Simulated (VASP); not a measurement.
# MoS2 (P-3m1) in VASP: settings compared

MoS2 is run at these levels: PBE+U, PBEsol+U, PBEsol; tasks: single point, density of states, vibrations by perturbation theory.

All numbers are computed with VASP 6.6.1; they aren't measurements. Logs are shortened: lines on timing, memory, paths and dates and some standing lists are left out, and cuts for length are marked.

## 1. The cell of the first run

It takes space group P-3m1 (No. 164, trigonal). Conventional cell: a = 3.227 Å, b = 3.227 Å, c = 6.312 Å, α = 90.00°, β = 90.00°, γ = 120.00°. Mo (site symmetry -3m) has 6 S at 2.42 Å within 3.2 Å. Within 3.2 Å of S (site symmetry 3m) lie 3 Mo at 2.42 Å.

## 2. Single point, PBE+U, non-collinear spin, zero start, spin-orbit coupling

INCAR

```
PREC = Accurate
ENCUT = 520
EDIFF = 1E-7
ISMEAR = 1
SIGMA = 0.05
LREAL = F
LASPH = T
NELM = 150
ALGO = Normal
ISIF = 2
LWAVE = F
LCHARG = F
MAGMOM = 0 0 0 0 0 0 0 0 0
LORBIT = 11
LSORBIT = T
GGA_COMPAT = F
LORBMOM = T
LMAXMIX = 4
LDAU = T
LDAUTYPE = 2
LDAUL = 2 -1
LDAUU = 8 0
LDAUJ = 0 0
LDAUPRINT = 1
GGA = PE
NBANDS = 39
```

KPOINTS

```
Automatic mesh
0
Gamma
  8 8 4
```

POSCAR

```
MoS2
1.0
    3.2274645616      0.0000000000      0.0000000000
   -1.6137322808      2.7950663001      0.0000000000
    0.0000000000      0.0000000000      6.3124734200
Mo S
1 2
Direct
    0.0000000000      0.0000000000      0.5000000000
    0.6666666667      0.3333333333      0.7446806800
    0.3333333333      0.6666666667      0.2553193200
```

Potentials or basis: VASP PAW PBE potentials, release 64 (Mo_sv, S).

Run with:

```console
cat potpaw_PBE.64/Mo_sv/POTCAR potpaw_PBE.64/S/POTCAR > POTCAR
mpirun -np 1 vasp_ncl > vasp.out
```

OUTCAR:

```text
PREC = Accurate
   ENCUT = 520
   EDIFF = 1E-7
   ISMEAR = 1
   LREAL = F
   LASPH = T
   NELM = 150
   ISIF = 2
   LORBIT = 11
   LSORBIT = T
   GGA = PE

 ion  position               nearest neighbor table
   1  0.000  0.000  0.500-   2 2.42   3 2.42   3 2.42   2 2.42   2 2.42   3 2.42
   2  0.667  0.333  0.745-   1 2.42   1 2.42   1 2.42
   3  0.333  0.667  0.255-   1 2.42   1 2.42   1 2.42

  LATTYP: Found a hexagonal cell.
 ALAT       =     3.2274645616
 C/A-ratio  =     1.9558614199

  Lattice vectors:

 A1 = (   3.2274645616,   0.0000000000,   0.0000000000)
 A2 = (  -1.6137322808,   2.7950663001,   0.0000000000)
 A3 = (   0.0000000000,   0.0000000000,   6.3124734200)

Analysis of symmetry for initial positions (statically):
=====================================================================
 Subroutine PRICEL returns:
 Original cell was already a primitive cell.

 Routine SETGRP: Setting up the symmetry group for a
 hexagonal supercell.

 Subroutine GETGRP returns: Found 12 space group operations
 (whereof 12 operations were pure point group operations)
 out of a pool of 24 trial point group operations.

The static configuration has the point symmetry D_3d.

Analysis of symmetry for dynamics (positions and initial velocities):
=====================================================================
 Subroutine PRICEL returns:
 Original cell was already a primitive cell.

 Routine SETGRP: Setting up the symmetry group for a
 hexagonal supercell.

 Subroutine GETGRP returns: Found 12 space group operations
 (whereof 12 operations were pure point group operations)
 out of a pool of 24 trial point group operations.

The dynamic configuration has the point symmetry D_3d.

Analysis of structural, dynamic, and magnetic symmetry:
=====================================================================
 Subroutine PRICEL returns:
 Original cell was already a primitive cell.

 Routine SETGRP: Setting up the symmetry group for a
 hexagonal supercell.

 Subroutine GETGRP returns: Found 12 space group operations
 (whereof 12 operations were pure point group operations)
 out of a pool of 24 trial point group operations.

The overall configuration has the point symmetry D_3d.

 Subroutine INISYM returns: Found 12 space group operations
 (whereof 12 operations are pure point group operations),
 and found     1 'primitive' translations

----------------------------------------------------------------------------------------

                                     Primitive cell

  volume of cell :      56.9447

  direct lattice vectors                    reciprocal lattice vectors
     3.227464562  0.000000000  0.000000000     0.309840737  0.178886633  0.000000000
    -1.613732281  2.795066300  0.000000000     0.000000000  0.357773266  0.000000000
     0.000000000  0.000000000  6.312473420     0.000000000  0.000000000  0.158416509

  length of vectors
     3.227464562  3.227464562  6.312473420     0.357773266  0.357773266  0.158416509

  position of ions in fractional coordinates (direct lattice)
     0.000000000  0.000000000  0.500000000
     0.666666667  0.333333333  0.744680680
     0.333333333  0.666666667  0.255319320

  ion indices of the primitive-cell ions
   primitive index   ion index
                 1           1
                 2           2
                 3           3

----------------------------------------------------------------------------------------

 KPOINTS: Automatic mesh

Automatic generation of k-mesh.
 Grid dimensions read from file:
 generate k-points for:    8    8    4

 Generating k-lattice:

[... 155 lines left out ...]
  o =  0.5261  v = -0.1399  0.0002 -0.4560  0.3565  0.0000  0.1376  0.0008 -0.4637 -0.3506 -0.0002      0.0000 -0.3565 -0.0016  0.0002  0.1399  0.0002 -0.3506 -0.0009 -0.0008  0.1376

 number of electron      26.0000001 magnetization       0.0000000     -0.0000000      0.0000000

 Free energy of the ion-electron system (eV)
  ---------------------------------------------------
  ext. energy  EPLUGINS =         0.00000000
  ---------------------------------------------------
  free energy    TOTEN  =       -11.82561700 eV

  energy without entropy =      -11.82551505  energy(sigma->0) =      -11.82558302

 E-fermi :   6.9831     XC(G=0): -10.4465

 val. band max:        6.9062434308   @ k =   0.2500   0.2500   0.0000
 cond. band min:       6.9965866827   @ k =   0.1250   0.0000   0.0000
 fundamental gap:      0.0903432518
 Fermi energy:         6.9831334913

 k-point     1 :       0.0000    0.0000    0.0000
  band No.  band energies     occupation
      1     -55.4676      1.00000
      2     -55.4676      1.00000
      3     -31.0995      1.00000
      4     -31.0995      1.00000
      5     -28.6633      1.00000
      6     -28.6629      1.00000
[... 973 lines left out ...]
     37      14.2679      0.00000
     38      14.2682      0.00000

 [... further k-points ...]

 [bands above 38 left out]

------------------------ aborting loop because EDIFF is reached ----------------------------------------

  FORCE on cell =-STRESS in cart. coord.  units (eV):
  Direction    XX          YY          ZZ          XY          YZ          ZX
  --------------------------------------------------------------------------------------
  -------------------------------------------------------------------------------------
  Total        3.0875843      3.0875843      2.6848337      0.0000000      0.0000000      0.0000000
  in kB       86.8712865     86.8712865     75.5396219      0.0000000      0.0000000      0.0000000
  external PRESSURE =      83.0940649 kB  Pullay stress =       0.0000000 kB

 VOLUME and BASIS-vectors are now :
 -----------------------------------------------------------------------------
  energy-cutoff  :      520.00
  volume of cell :       56.94
      direct lattice vectors                 reciprocal lattice vectors
     3.227464562  0.000000000  0.000000000     0.309840737  0.178886633  0.000000000
    -1.613732281  2.795066300  0.000000000     0.000000000  0.357773266  0.000000000
     0.000000000  0.000000000  6.312473420     0.000000000  0.000000000  0.158416509

 POSITION                                       TOTAL-FORCE (eV/Angst)
 -----------------------------------------------------------------------------------
      0.00000      0.00000      3.15624        -0.000000      0.000000      0.000000
      1.61373      0.93169      4.70078         0.000000     -0.000000      0.772743
     -0.00000      1.86338      1.61170        -0.000000      0.000000     -0.772743
 -----------------------------------------------------------------------------------
    total drift:                                0.000000     -0.000000      0.000000

  FREE ENERGIE OF THE ION-ELECTRON SYSTEM (eV)
  ---------------------------------------------------
  free  energy   TOTEN  =       -11.8256170043 eV

  energy  without entropy=      -11.8255150491  energy(sigma->0) =      -11.82558302

 orbital moment (x)

 # of ion     p       d       tot
 ----------------------------------------
  1        -0.000  -0.000  -0.000
  2        -0.000   0.000  -0.000
  3        -0.000   0.000  -0.000
 ----------------------------------------
           -0.000  -0.000  -0.000

 orbital moment (y)

 # of ion     p       d       tot
 ----------------------------------------
  1         0.000   0.000   0.000
  2         0.000   0.000   0.000
  3         0.000   0.000   0.000
 ----------------------------------------
            0.000   0.000   0.000

 orbital moment (z)

 # of ion     p       d       tot
 ----------------------------------------
  1         0.000   0.000   0.000
  2         0.000   0.000   0.000
  3         0.000   0.000   0.000
 ----------------------------------------
            0.000   0.000   0.000

 Spin-Orbit-Coupling matrix elements

 Ion:    1  E_soc:     -0.2718708
 l=   1
     0.0000000    -0.0294095    -0.0285518
    -0.0294095     0.0000000    -0.0294095
    -0.0285518    -0.0294095     0.0000000
 l=   2
     0.0000000    -0.0011856     0.0000000    -0.0011856    -0.0137157
    -0.0011856     0.0000000    -0.0158165     0.0015264    -0.0011856
     0.0000000    -0.0158165     0.0000000    -0.0158165     0.0000000
    -0.0011856     0.0015264    -0.0158165     0.0000000    -0.0011856
    -0.0137157    -0.0011856     0.0000000    -0.0011856     0.0000000
 l=   3
     0.0000000     0.0000000     0.0000000     0.0000000     0.0000000     0.0000000     0.0000000
     0.0000000     0.0000000     0.0000000     0.0000000     0.0000000     0.0000000     0.0000000
     0.0000000     0.0000000     0.0000000     0.0000000     0.0000000     0.0000000     0.0000000
     0.0000000     0.0000000     0.0000000     0.0000000     0.0000000     0.0000000     0.0000000
[... 29 lines left out ...]
 l=   2
     0.0000000     0.0000000     0.0000000     0.0000000     0.0000000
     0.0000000     0.0000000     0.0000000     0.0000000     0.0000000
     0.0000000     0.0000000     0.0000000     0.0000000     0.0000000
     0.0000000     0.0000000     0.0000000     0.0000000     0.0000000
     0.0000000     0.0000000     0.0000000     0.0000000     0.0000000
 l=   3
     0.0000000     0.0000000     0.0000000     0.0000000     0.0000000     0.0000000     0.0000000
     0.0000000     0.0000000     0.0000000     0.0000000     0.0000000     0.0000000     0.0000000
     0.0000000     0.0000000     0.0000000     0.0000000     0.0000000     0.0000000     0.0000000
     0.0000000     0.0000000     0.0000000     0.0000000     0.0000000     0.0000000     0.0000000
     0.0000000     0.0000000     0.0000000     0.0000000     0.0000000     0.0000000     0.0000000
     0.0000000     0.0000000     0.0000000     0.0000000     0.0000000     0.0000000     0.0000000
     0.0000000     0.0000000     0.0000000     0.0000000     0.0000000     0.0000000     0.0000000

 total charge

# of ion       s       p       d       tot
------------------------------------------
    1        2.310   6.230   3.701  12.241
    2        1.364   2.359   0.000   3.723
    3        1.364   2.359   0.000   3.723
--------------------------------------------------
tot          5.038  10.947   3.701  19.687

 magnetization (x)

# of ion       s       p       d       tot
------------------------------------------
    1        0.000   0.000   0.000   0.000
    2        0.000   0.000   0.000   0.000
    3        0.000   0.000   0.000   0.000
--------------------------------------------------
tot          0.000   0.000   0.000   0.000

 magnetization (y)

# of ion       s       p       d       tot
------------------------------------------
    1        0.000   0.000   0.000   0.000
    2       -0.000  -0.000   0.000  -0.000
    3       -0.000   0.000   0.000  -0.000
--------------------------------------------------
tot         -0.000  -0.000   0.000  -0.000

 magnetization (z)

# of ion       s       p       d       tot
------------------------------------------
    1        0.000  -0.000  -0.000  -0.000
    2        0.000   0.000   0.000   0.000
    3        0.000   0.000   0.000   0.000
--------------------------------------------------
tot          0.000  -0.000  -0.000  -0.000
```

Wall time 7.3 min (1 thread of Intel Xeon Platinum 8488C (Sapphire Rapids), shared host); peak memory 0.36 GiB.

Results:

| Item | Value |
| --- | --- |
| Free energy | -11.8256 eV |
| Pressure | 8.3 GPa |
| Largest force | 0.773 eV/Å |
| Net moment | 0.00 μB per cell |
| Valence electrons inside the program's atomic spheres | Mo 12.24; S 3.72 |

Forces on the atoms (eV/Å):
```
Mo   0.000  0.000  0.000
S    0.000  0.000  0.773
S    0.000  0.000 -0.773
```

Moments on the atoms (μB; x, y, z):
```
Mo  0.00 0.00 0.00
S   0.00 0.00 0.00
S   0.00 0.00 0.00
```

Caveat: this functional lacks dispersion, which binds the layers, so the pressure and a relaxed spacing across them are unreliable. The state reached can hang on the start; a lower one may exist.

## 3. Density of states, PBEsol+U

POSCAR is that of step 2.

INCAR.step1

```
PREC = Accurate
ENCUT = 520
EDIFF = 1E-6
ISMEAR = -1
SIGMA = 0.05
LREAL = F
LASPH = T
NELM = 150
ALGO = Normal
ISIF = 2
LWAVE = F
LCHARG = T
LMAXMIX = 4
LDAU = T
LDAUTYPE = 2
LDAUL = 2 -1
LDAUU = 4 0
LDAUJ = 0 0
LDAUPRINT = 1
GGA = PS
NBANDS = 20
```

KPOINTS.step1

```
Automatic mesh
0
Gamma
  9 9 4
```

INCAR.step2

```
PREC = Accurate
ENCUT = 520
EDIFF = 1E-6
ISMEAR = -5
SIGMA = 0.05
LREAL = F
LASPH = T
NELM = 150
ALGO = Normal
ISIF = 2
LWAVE = F
LCHARG = F
LMAXMIX = 4
LDAU = T
LDAUTYPE = 2
LDAUL = 2 -1
LDAUU = 4 0
LDAUJ = 0 0
LDAUPRINT = 1
GGA = PS
LORBIT = 11
NEDOS = 1001
ICHARG = 11
```

KPOINTS.step2

```
Automatic mesh
0
Gamma
  14 14 6
```

Potentials or basis: VASP PAW PBE potentials, release 64 (Mo_sv, S).

Run with:

```console
cat potpaw_PBE.64/Mo_sv/POTCAR potpaw_PBE.64/S/POTCAR > POTCAR
cp INCAR.step1 INCAR
cp KPOINTS.step1 KPOINTS
mpirun -np 1 vasp_std > vasp.out
cp INCAR.step2 INCAR
cp KPOINTS.step2 KPOINTS
mpirun -np 1 vasp_std > vasp.out
```

It took 3.9 min on 1 thread of AMD EPYC 7R13, shared host; peak memory 0.22 GiB.

The run converged. Its results:

```yaml
Valence_electrons_inside_the_program's_atomic_spheres: Mo 12.32; S 3.67
```

Levels at points of the mesh, in eV from the Fermi level:
```
           k point  band 11  band 12  band 13  band 14  band 15  band 16
(0.00, 0.00, 0.00)    -1.10    -1.03    -1.03    -0.41    -0.41     3.18
(0.50, 0.00, 0.00)    -3.34    -1.89    -1.80     1.05     1.71     3.57
(0.00, 0.00, 0.50)    -1.03    -1.03    -0.48    -0.48    -0.10     3.34
(0.50, 0.00, 0.50)    -2.54    -2.18    -1.73     1.05     1.74     3.24
```

Eigenvalues of the final occupation matrices:
| site | spin | trace | eigenvalues |
| --- | --- | --- | --- |
| site 1 d | 1 | 1.93 | 0.34 0.34 0.39 0.42 0.42 |
| site 1 d | 2 | 1.93 | 0.34 0.34 0.39 0.42 0.42 |

Caveat: the PAW data sets were made with another functional, which shifts forces and pressure a little; this functional lacks dispersion, which binds the layers, so the pressure and a relaxed spacing across them are unreliable; U without spin polarisation on a metal has little footing; tetrahedron occupations give inexact forces and stress in metals.

## 4. Single point, PBE+U, non-collinear spin, zero start, spin-orbit coupling

INCAR

```
SYSTEM = MoS2
  ALGO = Normal
  EDIFF = 1E-6
  ENCUT = 520
  GGA = PE
  GGA_COMPAT = .FALSE.
  ISIF = 2
  ISMEAR = 1
  LASPH = .TRUE.
  LCHARG = .FALSE.
  LDAU = .TRUE.
  LDAUJ = 0 0
  LDAUL = 2 -1
  LDAUPRINT = 1
  LDAUTYPE = 2
  LDAUU = 8 0
  LMAXMIX = 4
  LORBIT = 11
  LORBMOM = .TRUE.
  LREAL = .FALSE.
  LSORBIT = .TRUE.
  LWAVE = .FALSE.
  MAGMOM = 0 0 0 0 0 0 0 0 0
  NBANDS = 39
  NELM = 150
  PREC = Accurate
  SIGMA = 0.05
```

KPOINTS

```
k-points
0
G
  8 8 4
  0 0 0
```

POSCAR is that of step 3.

Run with:

```console
cat potpaw_PBE.64/Mo_sv/POTCAR potpaw_PBE.64/S/POTCAR > POTCAR
mpirun -np 1 vasp_ncl > vasp.out
```

It took 7.7 min on 1 thread of Intel Xeon 8259CL, shared host; peak memory 0.36 GiB.

Results (log left out):

```yaml
Free_energy: -11.8256 eV
Pressure: 8.3 GPa
Largest_force: 0.773 eV/Å
Net_moment: 0.00 μB per cell
Valence_electrons_inside_the_program's_atomic_spheres: Mo 12.24; S 3.72
```

Forces on the atoms (eV/Å):
```
Mo   0.000  0.000  0.000
S    0.000  0.000  0.773
S    0.000  0.000 -0.773
```

Stress tensor (GPa, compression positive):
```
8.69 0.00 0.00
0.00 8.69 0.00
0.00 0.00 7.56
```

Moments on the atoms (μB; x, y, z):
```
Mo  0.00 0.00 0.00
S   0.00 0.00 0.00
S   0.00 0.00 0.00
```

Caveat: this functional lacks dispersion, which binds the layers, so the pressure and a relaxed spacing across them are unreliable. The state reached can hang on the start; a lower one may exist.

## 5. Vibrations by perturbation theory, PBEsol

INCAR

```
  PREC = Accurate
  ENCUT = 520
  EDIFF = 1E-8
  ISMEAR = -1
  SIGMA = 0.05
  LREAL = False
  LASPH = True
  NELM = 80
  ALGO = Normal
  ISIF = 2
  LWAVE = False
  LCHARG = True
  GGA = PS
  IBRION = 8
  NSW = 1
```

KPOINTS

```
Automatic mesh
0
Gamma
  8 8 4
```

POSCAR is that of step 4.

Potentials or basis: VASP PAW PBE potentials, release 64 (Mo_sv, S).

Run with:

```console
cat potpaw_PBE.64/Mo_sv/POTCAR potpaw_PBE.64/S/POTCAR > POTCAR
mpirun -np 1 vasp_std > vasp.out
```

OUTCAR:

```text
PREC = Accurate
   ENCUT = 520
   EDIFF = 1E-8
   ISMEAR = -1
   LREAL = False
   LASPH = True
   NELM = 80
   ISIF = 2
   GGA = PS
   IBRION = 8
   NSW = 1

 ion  position               nearest neighbor table
   1  0.000  0.000  0.500-   2 2.42   3 2.42   3 2.42   2 2.42   2 2.42   3 2.42
   2  0.667  0.333  0.745-   1 2.42   1 2.42   1 2.42
   3  0.333  0.667  0.255-   1 2.42   1 2.42   1 2.42

  LATTYP: Found a hexagonal cell.
 ALAT       =     3.2274645616
[... 758 lines left out ...]
  3X     3.128938   -0.000000    0.000000    2.297342    0.000000    0.000000   -5.426281    0.000000    0.000000
  3Y     0.000000    3.128938    0.000000    0.000000    2.297342   -0.000000    0.000000   -5.426281   -0.000000
  3Z     0.000000    0.000000   10.731608   -0.000000    0.000000    2.124022    0.000000    0.000000  -12.855630

 Eigenvectors and eigenvalues of the dynamical matrix
 ----------------------------------------------------

   1 f  =   11.677457 THz    73.371625 2PiTHz  389.518032 cm-1    48.294059 meV
             X         Y         Z           dx          dy          dz
      0.000000  0.000000  3.156237    -0.000000   -0.000000   -0.632593
      1.613732  0.931689  4.700777    -0.000000   -0.000000    0.547643
     -0.000000  1.863378  1.611696     0.000000    0.000000    0.547643
[... 43 lines left out ...]
   9 f/i=    0.005604 THz     0.035213 2PiTHz    0.186941 cm-1     0.023178 meV
             X         Y         Z           dx          dy          dz
      0.000000  0.000000  3.156237     0.000000   -0.000000   -0.774484
      1.613732  0.931689  4.700777     0.000000   -0.000000   -0.447311
     -0.000000  1.863378  1.611696     0.000000   -0.000000   -0.447311

--------------------------------------------------------------------------------------------------------

 ELASTIC MODULI CONTR FROM IONIC RELAXATION (kBar)
 Direction    XX          YY          ZZ          XY          YZ          ZX
 --------------------------------------------------------------------------------
 XX        -676.6755   -437.0221  -1050.6543     -0.0000   -361.6344     -0.0000
 YY        -437.0221   -676.6755  -1050.6543     -0.0000    361.6344     -0.0000
 ZZ       -1050.6543  -1050.6543  -1982.3593     -0.0000      0.0000     -0.0000
 XY          -0.0000     -0.0000     -0.0000   -119.8267     -0.0000   -316.5791
 YZ        -361.6344    361.6344      0.0000     -0.0000  -1091.4051     -0.0000
 ZX          -0.0000     -0.0000     -0.0000   -316.5791     -0.0000   -836.3938
 --------------------------------------------------------------------------------
```

OSZICAR:

```text
N       E                     dE             d eps       ncg     rms          rms(c)
DAV:   1     0.196600481959E+03    0.19660E+03   -0.15219E+04  1294   0.143E+03
DAV:   2    -0.169410413095E+02   -0.21354E+03   -0.21110E+03  1531   0.353E+02
[... 92 lines left out ...]
RMM:   9    -0.132418334183E+00   -0.46051E-05    0.20489E-08  1869   0.725E-04    0.264E-04
RMM:  10    -0.132418177371E+00    0.15681E-06    0.48264E-08  2087   0.210E-04    0.528E-05
RMM:  11    -0.132417796236E+00    0.38114E-06    0.21788E-08  1905   0.695E-05    0.128E-05
RMM:  12    -0.132417868086E+00   -0.71850E-07   -0.70140E-08  2026   0.242E-05    0.545E-06
RMM:  13    -0.132417891317E+00   -0.23230E-07   -0.50133E-10  2147   0.905E-06    0.333E-06
RMM:  14    -0.132417881651E+00    0.96657E-08    0.30042E-09  1614   0.490E-06    0.901E-07
 Linear response finished
```

Wall time 4.3 min (1 thread of Intel Xeon 6975P-C, shared host); peak memory 0.4 GiB.

Results:

| Quantity | Value |
| --- | --- |
| Highest phonon frequency at Γ, LO-TO splitting left out | 390 cm⁻¹ |

Phonon frequencies in cm⁻¹ (negative: imaginary):
| q point | frequencies |
| --- | --- |
| (0.000, 0.000, 0.000) | 0 0 0 210 210 256 256 356 390 |

Caveat: the cell wasn't relaxed at this level first, which shifts response properties; the PAW data sets were made with another functional, which shifts forces and pressure a little; this functional lacks dispersion, which binds the layers, so the pressure and a relaxed spacing across them are unreliable.
